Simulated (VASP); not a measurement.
A run of VASP 6.6.1 is set up as follows.

Contents of INCAR:

```
SYSTEM = Be63C31
PREC = Accurate ; ENCUT = 520
EDIFF = 1E-6 ; ISMEAR = -1
SIGMA = 0.05 ; LREAL = Auto
LASPH = .True. ; NELM = 200
ALGO = Normal ; ISIF = 2
LWAVE = .False. ; LCHARG = .False.
ISPIN = 2 ; MAGMOM = 0 0 0 0 0 0 0.235 0 0.235 0 0 0 0 0 0 0 0 0.235 0 0 0 0 0 0 0 0 0.235 0 0 0 0.235 0 0 0 0 0.235 0 0 0 0 0.235 0 0.235 0 0.235 0 0 0 0 0.235 0.235 0 0 0.235 0 0.235 0 0 0 0 0 0 0 0 0 0 0 0 0 0.235 0 0 0 0.235 0 0 0 0 0 0 0 0.235 0 0 0 0 0 0 0 0 0 0 0 0.235
LORBIT = 11 ; GGA = PS
NBANDS = 182 ; ISYM = -1
GGA_COMPAT = .False.
```

Contents of KPOINTS:

```
explicit points
1
Reciprocal
  0.25000000   0.25000000   0.25000000 1
```

File POSCAR:

```
Be63C31
1.0
    8.6212760000      0.0000000000      0.0000000000
    0.0000000000      8.6212760000      0.0000000000
    0.0000000000      0.0000000000      8.6212760000
Be C
63 31
Direct
    0.3754490000      0.1247680000      0.1248530000
    0.3753870000      0.1249080000      0.6258920000
    0.3753750000      0.6258030000      0.1249950000
    0.8744510000      0.1245770000      0.1246850000
    0.8751260000      0.1228480000      0.6243360000
    0.8751160000      0.6242320000      0.1229500000
    0.8651560000      0.6308550000      0.6309540000
    0.1242480000      0.3749540000      0.1244730000
    0.1325280000      0.3678670000      0.6342940000
    0.1261060000      0.8750110000      0.1234570000
    0.1249000000      0.8763120000      0.6210520000
    0.6247380000      0.3743800000      0.1236080000
    0.6221960000      0.3756430000      0.6215660000
    0.6250180000      0.8750240000      0.1258560000
    0.6236310000      0.8738080000      0.6289020000
    0.1242480000      0.1243820000      0.3750550000
    0.1260990000      0.1233460000      0.8751130000
    0.1325460000      0.6341980000      0.3679670000
    0.1249110000      0.6209610000      0.8763970000
    0.6247460000      0.1235070000      0.3744600000
    0.6250110000      0.1257540000      0.8751160000
    0.6221960000      0.6214620000      0.3757430000
    0.6236210000      0.6287900000      0.8738950000
    0.1265050000      0.1246700000      0.1247790000
    0.1253180000      0.1231270000      0.6245250000
    0.1253170000      0.6244340000      0.1232330000
    0.1612160000      0.6362880000      0.6363420000
    0.6247860000      0.1250100000      0.1251010000
    0.6243010000      0.1244710000      0.6258980000
    0.6242760000      0.6258070000      0.1245710000
    0.6022640000      0.6245060000      0.6246000000
    0.3795570000      0.3764430000      0.3765660000
    0.3731740000      0.3747500000      0.8743380000
    0.3731860000      0.8742530000      0.3748460000
    0.3780330000      0.8736810000      0.8737850000
    0.8705100000      0.3701460000      0.3702280000
    0.8741860000      0.3750120000      0.8769780000
    0.8741900000      0.8768710000      0.3751000000
    0.8759550000      0.8745760000      0.8746800000
    0.3752030000      0.3746010000      0.1250670000
    0.3769910000      0.3954570000      0.6256840000
    0.3752140000      0.8744490000      0.1247790000
    0.3752350000      0.8578150000      0.6255320000
    0.8753810000      0.3755660000      0.1242600000
    0.8677250000      0.3679440000      0.6318320000
    0.8742550000      0.8748060000      0.1245970000
    0.8759370000      0.8755180000      0.6243130000
    0.3752190000      0.1249710000      0.3746910000
    0.3752120000      0.1246760000      0.8745370000
    0.3770000000      0.6256010000      0.3955330000
    0.3752240000      0.6254330000      0.8578980000
    0.8753650000      0.1241660000      0.3756680000
    0.8742540000      0.1244940000      0.8749250000
    0.8677240000      0.6317040000      0.3680540000
    0.8759310000      0.6242140000      0.8756180000
    0.1324920000      0.3693860000      0.3694810000
    0.1234570000      0.3739970000      0.8781650000
    0.1234630000      0.8780750000      0.3741110000
    0.1272320000      0.8738150000      0.8739220000
    0.6250790000      0.3738130000      0.3739180000
    0.6238440000      0.3747940000      0.8742970000
    0.6238500000      0.8741880000      0.3749010000
    0.6264120000      0.8764350000      0.8765420000
    0.9999540000      0.0000390000      0.0001540000
    0.9986450000      0.0012840000      0.4992240000
    0.9986510000      0.4991270000      0.0013740000
    0.5007110000      0.0011580000      0.0012550000
    0.5005390000      0.9997900000      0.4997020000
    0.5005150000      0.4996060000      0.9998760000
    0.5060470000      0.4934840000      0.4935800000
    0.2490250000      0.2491040000      0.0013170000
    0.2474390000      0.2525190000      0.5001190000
    0.2493570000      0.7494730000      0.9998290000
    0.2423150000      0.7555910000      0.4928830000
    0.7510640000      0.2500090000      0.0004860000
    0.7536610000      0.2508490000      0.4993910000
    0.7521670000      0.7498070000      0.0008460000
    0.7517640000      0.7478960000      0.4994680000
    0.2490310000      0.0012280000      0.2492000000
    0.2493560000      0.9997220000      0.7495640000
    0.2474320000      0.5000220000      0.2526160000
    0.2423010000      0.4928100000      0.7556420000
    0.7510640000      0.0003880000      0.2501050000
    0.7521710000      0.0007530000      0.7499140000
    0.7536490000      0.4992870000      0.2509310000
    0.7517670000      0.4993650000      0.7480020000
    0.9998460000      0.2523320000      0.2524360000
    0.9987320000      0.2508880000      0.7480160000
    0.9987330000      0.7478990000      0.2509990000
    0.0020440000      0.7463530000      0.7464400000
    0.5006090000      0.2491250000      0.2492220000
    0.5005440000      0.2506390000      0.7498170000
    0.5005380000      0.7497160000      0.2507360000
    0.5059280000      0.7559760000      0.7560760000
```

Potentials or basis: VASP PAW PBE potentials, release 64 (Be, C).

Command:

```bash
$ cat potpaw_PBE.64/Be/POTCAR potpaw_PBE.64/C/POTCAR > POTCAR
$ mpirun -np 1 vasp_std > vasp.out
```

Task: What does it give for the pressure?

Result: 0.7 GPa.

Task: Predict the net moment.

Result: 0.00 μB per cell.

Stress tensor (GPa, compression positive):
```
 0.73 -0.32 -0.32
-0.32  0.62 -0.51
-0.32 -0.51  0.62
```

Caveat: the PAW data sets were made with another functional, which shifts forces and pressure a little.
